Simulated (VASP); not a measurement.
# B in VASP: further runs, part 2 of 2

VASP 6.6.1. The steps go on from the part before.

### Step 3. Relaxation of cell and atoms, PBEsol

File INCAR:

```
  PREC = Accurate
  ENCUT = 600
  EDIFF = 1E-7
  ISMEAR = 0
  SIGMA = 0.1
  LREAL = False
  LASPH = True
  NELM = 60
  ALGO = Normal
  ISIF = 3
  LWAVE = False
  LCHARG = False
  GGA = PS
  IBRION = 2
  NSW = 100
  EDIFFG = -0.01
```

File KPOINTS:

```
regular mesh
0
Gamma
  30 30 30
```

File POSCAR:

```
B
1.0
    1.3171990125      0.7604852044      1.1026187829
   -1.3171990125      0.7604852044      1.1026187829
    0.0000000000     -1.5209704089      1.1026187829
B
1
Direct
    0.5000000000      0.5000000000      0.5000000000
```

Potentials or basis: VASP PAW PBE potentials, release 64 (B).

The run is started by

```bash
cat potpaw_PBE.64/B/POTCAR > POTCAR
mpirun -np 1 vasp_std > vasp.out
```

OUTCAR:

```text
PREC = Accurate
   ENCUT = 600
   EDIFF = 1E-7
   ISMEAR = 0
   LREAL = False
   LASPH = True
   NELM = 60
   ISIF = 3
   GGA = PS
   IBRION = 2
   NSW = 100
   EDIFFG = -0.01

 ion  position               nearest neighbor table
   1  0.500  0.500  0.500-

  LATTYP: Found a trigonal (rhomboedric) cell.
 ALAT       =     1.8785949976
 COS(alpha) =     0.0167443164

  Lattice vectors:

 A1 = (   1.3171990125,   0.7604852044,   1.1026187829)
 A2 = (  -1.3171990125,   0.7604852044,   1.1026187829)
 A3 = (   0.0000000000,  -1.5209704089,   1.1026187829)

Analysis of symmetry for initial positions (statically):
=====================================================================
 Subroutine PRICEL returns:
 Original cell was already a primitive cell.

 Routine SETGRP: Setting up the symmetry group for a
 trigonal (rhombohedral) supercell.

 Subroutine GETGRP returns: Found 12 space group operations
 (whereof 12 operations were pure point group operations)
 out of a pool of 12 trial point group operations.

The static configuration has the point symmetry D_3d.

Analysis of symmetry for dynamics (positions and initial velocities):
[... 258 lines left out ...]

  energy  without entropy=       -5.9824586038  energy(sigma->0) =       -5.98319219

[... ionic steps 4 to 12 ...]

--------------------------------------- Ionic step       13  -------------------------------------------

 number of electron       3.0000000 magnetization

------------------------ aborting loop because EDIFF is reached ----------------------------------------
[... 65 lines left out ...]
--------------------------------------- Ionic step       15  -------------------------------------------

 number of electron       3.0000000 magnetization

 Free energy of the ion-electron system (eV)
  ---------------------------------------------------
  ext. energy  EPLUGINS =         0.00000000
  ---------------------------------------------------
  free energy    TOTEN  =        -5.98463129 eV

  energy without entropy =       -5.98342956  energy(sigma->0) =       -5.98403042

 E-fermi :   7.1086     XC(G=0): -12.4658

 val. band max:        7.0913582685   @ k =   0.3667   0.3000   0.1000
 cond. band min:       7.1226967042   @ k =  -0.3667   0.2000   0.2000
 fundamental gap:      0.0313384357
 Fermi energy:         7.1086291135

 k-point     1 :       0.0000    0.0000    0.0000
  band No.  band energies     occupation
      1      -8.7703      2.00000
      2      20.8619      0.00000
      3      20.8619      0.00000
      4      20.8626      0.00000
      5      31.3170      0.00000
[... 177 lines left out ...]
 k-point    24 :       0.2667    0.0333   -0.0000
  band No.  band energies     occupation
      1      -6.3126      2.00000
      2       9.5938      0.00000
      3      22.4022      0.00000
      4      22.7507      0.00000
      5      34.4279      0.00000

 [... further k-points ...]

------------------------ aborting loop because EDIFF is reached ----------------------------------------

  FORCE on cell =-STRESS in cart. coord.  units (eV):
  Direction    XX          YY          ZZ          XY          YZ          ZX
  --------------------------------------------------------------------------------------
  -------------------------------------------------------------------------------------
  Total        0.0002600      0.0002600     -0.0003460      0.0000000      0.0000000      0.0000000
  in kB        0.0628798      0.0628798     -0.0836879      0.0000000      0.0000000      0.0000000
  external PRESSURE =       0.0140239 kB  Pullay stress =       0.0000000 kB
[... 16 lines left out ...]
  FREE ENERGIE OF THE ION-ELECTRON SYSTEM (eV)
  ---------------------------------------------------
  free  energy   TOTEN  =        -5.9846312885 eV

  energy  without entropy=       -5.9834295566  energy(sigma->0) =       -5.98403042

 reached required accuracy - stopping structural energy minimisation
```

CONTCAR:

```text
B
   1.00000000000000
     1.3279764162652623    0.7667075413650778    1.0844035455066452
    -1.3279764162652627    0.7667075413650773    1.0844035455066448
    -0.0000000000000002   -1.5334150828293123    1.0844035455055041
  B
     1
Direct
     0.5000000000000000    0.5000000000000000    0.5000000000000000

  0.00000000E+00  0.00000000E+00  0.00000000E+00
```

It took 81 s on 1 thread of Intel Xeon 6975P-C (Granite Rapids), shared host; peak memory 0.2 GiB.

Results:

| Property | Result |
| --- | --- |
| Free energy | -5.9846 eV |
| Relaxed volume | 6.62 Å³/atom |
| Relaxed cell | a = 1.878 Å, b = 1.878 Å, c = 1.878 Å, α = 90.00°, β = 90.00°, γ = 90.00° |
| Space group after relaxing (to 0.1 Å) | Pm-3m (No. 221) |
| Energy gained by relaxing | 0.9 meV/atom |
| Ionic steps | 15 |
| Pressure after relaxing | 0.0 GPa |
| Band gap on the k mesh | zero (an odd number of electrons rules out a gap without spin polarisation) |

The path:
```
step  energy change (eV)  largest force (eV/Å)  pressure (GPa)  volume (Å³)
   1              0.0000                0.0000           -0.08         6.63
   2              0.0000                0.0000            0.03         6.62
   3             -0.0002                0.0000            0.38         6.61
   4             -0.0005                0.0000            1.05         6.60
   5             -0.0002                0.0000            2.48         6.56
   6             -0.0006                0.0000            1.51         6.58
   7             -0.0006                0.0000            1.58         6.58
   8             -0.0006                0.0000            1.59         6.58
   9             -0.0006                0.0000            1.59         6.58
  10             -0.0007                0.0000            1.58         6.58
  11             -0.0007                0.0000            1.53         6.58
  12             -0.0007                0.0000            1.34         6.59
  13             -0.0008                0.0000            0.99         6.60
  14             -0.0009                0.0000            0.29         6.62
  15             -0.0009                0.0000            0.00         6.62
```

Final structure:
```xyz
1
Lattice="1.3280 0.7667 1.0844 -1.3280 0.7667 1.0844 0.0000 -1.5334 1.0844" Properties=species:S:1:pos:R:3 pbc="T T T"
B     0.0000    0.0000    1.6266
```

Caveat: the PAW data sets were made with another functional, which shifts forces and pressure a little.
